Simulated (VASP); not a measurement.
# Ca3Lu (Pm-3m) in VASP: single point with PBE

Aim: the single point of Ca3Lu with PBE.

Program: VASP 6.6.1. These are calculated values, not measurements. Logs are shortened: lines on timing, memory, paths and dates and some standing lists are left out, and cuts for length are marked.

## Step 1: The cell of the first run

The structure is cubic, space group Pm-3m (No. 221). The conventional cell has a = 5.362 Å, b = 5.362 Å, c = 5.362 Å, α = 90.00°, β = 90.00°, γ = 90.00°. Within 5.0 Å of Ca (site symmetry 4/mmm) lie 8 Ca at 3.79 Å and 4 Lu at 3.79 Å. Within 5.0 Å of Lu (site symmetry m-3m) lie 12 Ca at 3.79 Å.

## Step 2: Single point, PBE

INCAR reads:

```
SYSTEM = Ca3Lu
PREC     = Accurate       ! precision mode
ENCUT    = 520            ! plane-wave cutoff, eV
EDIFF    = 1E-7           ! SCF threshold, eV
ISMEAR   = 1              ! smearing method
SIGMA    = 0.15           ! smearing width, eV
LREAL    = .False.        ! projectors in reciprocal space
LASPH    = .True.         ! aspherical terms in the spheres
NELM     = 60             ! most SCF steps
ALGO     = Normal         ! electronic algorithm
ISIF     = 2              ! what is computed and relaxed
LWAVE    = .False.        ! write WAVECAR
LCHARG   = .False.        ! write CHGCAR
GGA      = PE             ! functional
NBANDS   = 36             ! bands
```

KPOINTS reads:

```
Automatic mesh
0
Gamma
  5 5 5
  0 0 0
```

POSCAR reads:

```
Ca3Lu
1.0
    5.3617750000      0.0000000000      0.0000000000
    0.0000000000      5.3617750000      0.0000000000
    0.0000000000      0.0000000000      5.3617750000
Ca Lu
3 1
Direct
    0.5000000000      0.0000000000      0.0000000000
    0.0000000000      0.5000000000      0.0000000000
    0.0000000000      0.0000000000      0.5000000000
    0.5000000000      0.5000000000      0.5000000000
```

Potentials or basis: VASP PAW PBE potentials, release 64 (Ca_sv, Lu).

Launch:

```sh
$ cat potpaw_PBE.64/Ca_sv/POTCAR potpaw_PBE.64/Lu/POTCAR > POTCAR
$ mpirun -np 1 vasp_std > vasp.out
```

OUTCAR:

```text
SYSTEM = Ca3Lu
   PREC = Accurate
   ENCUT = 520
   EDIFF = 1E-7
   ISMEAR = 1
   LREAL = .False.
   LASPH = .True.
   NELM = 60
   ISIF = 2
   GGA = PE

 ion  position               nearest neighbor table
   1  0.500  0.000  0.000-
   2  0.000  0.500  0.000-
   3  0.000  0.000  0.500-
   4  0.500  0.500  0.500-

  LATTYP: Found a simple cubic cell.
 ALAT       =     5.3617750000

  Lattice vectors:

 A1 = (   5.3617750000,   0.0000000000,   0.0000000000)
 A2 = (   0.0000000000,   5.3617750000,   0.0000000000)
 A3 = (   0.0000000000,   0.0000000000,   5.3617750000)

Analysis of symmetry for initial positions (statically):
=====================================================================
 Subroutine PRICEL returns:
 Original cell was already a primitive cell.

 Routine SETGRP: Setting up the symmetry group for a
 simple cubic supercell.

 Subroutine GETGRP returns: Found 48 space group operations
 (whereof 48 operations were pure point group operations)
 out of a pool of 48 trial point group operations.

The static configuration has the point symmetry O_h .

Analysis of symmetry for dynamics (positions and initial velocities):
=====================================================================
 Subroutine PRICEL returns:
 Original cell was already a primitive cell.

 Routine SETGRP: Setting up the symmetry group for a
 simple cubic supercell.

 Subroutine GETGRP returns: Found 48 space group operations
 (whereof 48 operations were pure point group operations)
 out of a pool of 48 trial point group operations.

The dynamic configuration has the point symmetry O_h .

 Subroutine INISYM returns: Found 48 space group operations
 (whereof 48 operations are pure point group operations),
 and found     1 'primitive' translations

----------------------------------------------------------------------------------------

                                     Primitive cell

  volume of cell :     154.1437

  direct lattice vectors                    reciprocal lattice vectors
     5.361775000  0.000000000  0.000000000     0.186505402  0.000000000  0.000000000
     0.000000000  5.361775000  0.000000000     0.000000000  0.186505402  0.000000000
     0.000000000  0.000000000  5.361775000     0.000000000  0.000000000  0.186505402

  length of vectors
     5.361775000  5.361775000  5.361775000     0.186505402  0.186505402  0.186505402

  position of ions in fractional coordinates (direct lattice)
     0.500000000  0.000000000  0.000000000
     0.000000000  0.500000000  0.000000000
     0.000000000  0.000000000  0.500000000
     0.500000000  0.500000000  0.500000000

  ion indices of the primitive-cell ions
   primitive index   ion index
                 1           1
                 2           2
                 3           3
                 4           4

----------------------------------------------------------------------------------------

 KPOINTS: Automatic mesh

Automatic generation of k-mesh.
 Grid dimensions read from file:
 generate k-points for:    5    5    5

 Generating k-lattice:

  Cartesian coordinates                     Fractional coordinates (reciprocal lattice)
     0.037301080  0.000000000  0.000000000     0.200000000  0.000000000  0.000000000
     0.000000000  0.037301080  0.000000000     0.000000000  0.200000000  0.000000000
     0.000000000  0.000000000  0.037301080     0.000000000  0.000000000  0.200000000

  Length of vectors
     0.037301080  0.037301080  0.037301080

  Shift w.r.t. Gamma in fractional coordinates (k-lattice)
     0.000000000  0.000000000  0.000000000

 Subroutine IBZKPT returns following result:
 ===========================================

 Found     10 irreducible k-points:

 Following reciprocal coordinates:
            Coordinates               Weight
  0.000000  0.000000  0.000000      1.000000
  0.200000  0.000000  0.000000      6.000000
  0.400000  0.000000  0.000000      6.000000
  0.200000  0.200000  0.000000     12.000000
  0.400000  0.200000  0.000000     24.000000
  0.400000  0.400000  0.000000     12.000000
  0.200000  0.200000  0.200000      8.000000
  0.400000  0.200000  0.200000     24.000000
  0.400000  0.400000  0.200000     24.000000
  0.400000  0.400000  0.400000      8.000000
   k-points           NKPTS =     10   k-points in BZ     NKDIM =     10   number of bands    NBANDS=     36
   number of dos      NEDOS =    301   number of ions     NIONS =      4
   total plane-waves  NPLWV =  64000
   dimension x,y,z NGX =    40 NGY =   40 NGZ =   40
   dimension x,y,z NGXF=    80 NGYF=   80 NGZF=   80
   ions per type =               3   1
   NGX,Y,Z   is equivalent  to a cutoff of  12.40, 12.40, 12.40 a.u.
   NGXF,Y,Z  is equivalent  to a cutoff of  24.80, 24.80, 24.80 a.u.
 SYSTEM =  Ca3Lu
   PREC   = accura    normal or accurate (medium, high low for compatibility)
   ISTART =      0    job   : 0-new  1-cont  2-samecut
   ICHARG =      2    charge: 1-file 2-atom 10-const
   ISPIN  =      1    spin polarized calculation?
   LNONCOLLINEAR =      F non collinear calculations
   LSORBIT =      F    spin-orbit coupling
   LASPH  =      T    aspherical Exc in radial PAW
   ENCUT  =  520.0 eV  38.22 Ry    6.18 a.u.   9.97  9.97  9.97*2*pi/ulx,y,z
   NELM   =     60;   NELMIN=  2; NELMDL= -5     # of ELM steps
   EDIFF  = 0.1E-06   stopping-criterion for ELM
   LREAL  =      F    real-space projection
   EDIFFG = 0.1E-05   stopping-criterion for IOM
   NSW    =      0    number of steps for IOM
   IBRION =     -1    ionic relax: 0-MD 1-quasi-New 2-CG
   NFREE  =      0    steps in history (QN), initial steepest desc. (CG)
   ISIF   =      2    stress and relaxation
   ISYM   =      2    0-nonsym 1-usesym 2-fastsym
   POTIM  = 0.5000    time-step for ionic-motion
   TEBEG  =    0.0;   TEEND  =   0.0 temperature during run
   PSTRESS=    0.0 pullay stress
   NELECT =      55.0000    total number of electrons
   NUPDOWN=      -1.0000    fix difference up-down
   EMIN   =  10.00;   EMAX   =-10.00  energy-range for DOS
   EFERMI =   0.00;   METHOD = LEGACY
   ISMEAR =     1;   SIGMA  =   0.15  broadening in eV -4-tet -1-fermi 0-gaus
   EFERMI_NEDOS =   21; number of points for ismear=-14 and -15
   IALGO  =     38    algorithm
   IMIX   =      4    mixing-type and parameters
     AMIX     =   0.40;   BMIX     =  1.00
     AMIX_MAG =   1.60;   BMIX_MAG =  1.00
  volume/ion in A,a.u.               =      38.54       260.05
  Fermi-wavevector in a.u.,A,eV,Ry     =   1.161147  2.194249 18.344218  1.348262
  Thomas-Fermi vector in A             =   2.297722
   LORBIT       =      0    0 simple, 1 ext, 2 COOP (PROOUT), +10 PAW based schemes
   GGA     = PE    functional components
   LHFCALC =     F    Hartree Fock is set to
   AEXX    =    0.0000 exact exchange contribution
   IVDW    =     0    specifies the selected vdW correction
   LEPSILON=     F    determine dielectric tensor
   LRPA    =     F    only Hartree local field effects (RPA)
 non-spin polarized calculation
 Methfessel and Paxton  Order N= 1 SIGMA  =   0.15
  energy-cutoff  :      520.00
  volume of cell :      154.14
 maximum number of plane-waves:      4166
 NGX is ok and might be reduce to    40
   NGX = 19   NGY = 19   NGZ = 19

 number of electron      55.0000006 magnetization

 Free energy of the ion-electron system (eV)
  ---------------------------------------------------
  ext. energy  EPLUGINS =         0.00000000
  ---------------------------------------------------
  free energy    TOTEN  =        -9.69516526 eV

  energy without entropy =       -9.69521517  energy(sigma->0) =       -9.69518190

 E-fermi :   2.0715     XC(G=0):  -8.3785

 val. band max:        2.0699242091   @ k =   0.4000   0.4000   0.4000
 cond. band min:       2.0821139963   @ k =   0.4000   0.0000   0.0000
 fundamental gap:      0.0121897873
 Fermi energy:         2.0715428517

 k-point     1 :       0.0000    0.0000    0.0000
  band No.  band energies     occupation
      1     -55.3868      2.00000
      2     -39.6110      2.00000
      3     -39.5902      2.00000
      4     -39.5902      2.00000
      5     -25.9878      2.00000
      6     -25.9878      2.00000
[... 28 lines left out ...]
     35       4.4065     -0.00000
     36       4.4065     -0.00000

 k-point     2 :       0.2000    0.0000    0.0000
  band No.  band energies     occupation
      1     -55.3868      2.00000
      2     -39.6092      2.00000
      3     -39.5919      2.00000
      4     -39.5902      2.00000
      5     -25.9881      2.00000
      6     -25.9877      2.00000
[... 28 lines left out ...]
     35       4.5172     -0.00000
     36       4.5172     -0.00000

 k-point     3 :       0.4000    0.0000    0.0000
  band No.  band energies     occupation
      1     -55.3868      2.00000
      2     -39.6052      2.00000
      3     -39.5960      2.00000
      4     -39.5902      2.00000
      5     -25.9885      2.00000
      6     -25.9876      2.00000
[... 28 lines left out ...]
     35       4.5574     -0.00000
     36       4.8402     -0.00000

 k-point     4 :       0.2000    0.2000    0.0000
  band No.  band energies     occupation
      1     -55.3868      2.00000
      2     -39.6076      2.00000
      3     -39.5926      2.00000
      4     -39.5911      2.00000
      5     -25.9881      2.00000
      6     -25.9879      2.00000
[... 28 lines left out ...]
     35       4.5107     -0.00000
     36       4.6255     -0.00000

 k-point     5 :       0.4000    0.2000    0.0000
  band No.  band energies     occupation
      1     -55.3868      2.00000
      2     -39.6038      2.00000
      3     -39.5960      2.00000
      4     -39.5915      2.00000
      5     -25.9885      2.00000
      6     -25.9880      2.00000
[... 109 lines left out ...]
 k-point     8 :       0.4000    0.2000    0.2000
  band No.  band energies     occupation
      1     -55.3868      2.00000
      2     -39.6027      2.00000
      3     -39.5960      2.00000
      4     -39.5926      2.00000
      5     -25.9886      2.00000
      6     -25.9881      2.00000
[... 28 lines left out ...]
     35       4.4316     -0.00000
     36       4.6365     -0.00000

 k-point     9 :       0.4000    0.4000    0.2000
  band No.  band energies     occupation
      1     -55.3868      2.00000
      2     -39.5999      2.00000
      3     -39.5964      2.00000
      4     -39.5949      2.00000
      5     -25.9888      2.00000
      6     -25.9887      2.00000
[... 28 lines left out ...]
     35       4.2231     -0.00000
     36       4.3492     -0.00000

 k-point    10 :       0.4000    0.4000    0.4000
  band No.  band energies     occupation
      1     -55.3868      2.00000
      2     -39.5984      2.00000
      3     -39.5964      2.00000
      4     -39.5964      2.00000
      5     -25.9889      2.00000
      6     -25.9889      2.00000
[... 28 lines left out ...]
     35       4.3118     -0.00000
     36       4.3157     -0.00000

------------------------ aborting loop because EDIFF is reached ----------------------------------------

  FORCE on cell =-STRESS in cart. coord.  units (eV):
  Direction    XX          YY          ZZ          XY          YZ          ZX
  --------------------------------------------------------------------------------------
  -------------------------------------------------------------------------------------
  Total        0.0298189      0.0298189      0.0298189      0.0000000     -0.0000000     -0.0000000
  in kB        0.3099396      0.3099396      0.3099396      0.0000000     -0.0000000     -0.0000000
  external PRESSURE =       0.3099396 kB  Pullay stress =       0.0000000 kB

 VOLUME and BASIS-vectors are now :
 -----------------------------------------------------------------------------
  energy-cutoff  :      520.00
  volume of cell :      154.14
      direct lattice vectors                 reciprocal lattice vectors
     5.361775000  0.000000000  0.000000000     0.186505402  0.000000000  0.000000000
     0.000000000  5.361775000  0.000000000     0.000000000  0.186505402  0.000000000
     0.000000000  0.000000000  5.361775000     0.000000000  0.000000000  0.186505402

 POSITION                                       TOTAL-FORCE (eV/Angst)
 -----------------------------------------------------------------------------------
      2.68089      0.00000      0.00000         0.000000      0.000000      0.000000
      0.00000      2.68089      0.00000         0.000000      0.000000      0.000000
      0.00000      0.00000      2.68089         0.000000      0.000000      0.000000
      2.68089      2.68089      2.68089         0.000000      0.000000      0.000000
 -----------------------------------------------------------------------------------
    total drift:                               -0.000000      0.000000     -0.000000

  FREE ENERGIE OF THE ION-ELECTRON SYSTEM (eV)
  ---------------------------------------------------
  free  energy   TOTEN  =        -9.6951652649 eV

  energy  without entropy=       -9.6952151700  energy(sigma->0) =       -9.69518190
```

Run time: 74 s. Hardware: 1 thread of Intel Xeon 6975P-C, shared host; peak memory 0.27 GiB.

Results:

```
Free energy : -9.6952 eV
Pressure    : 0.0 GPa
```

Caveat: spin-orbit coupling is left out, which moves the levels of the heavy elements.
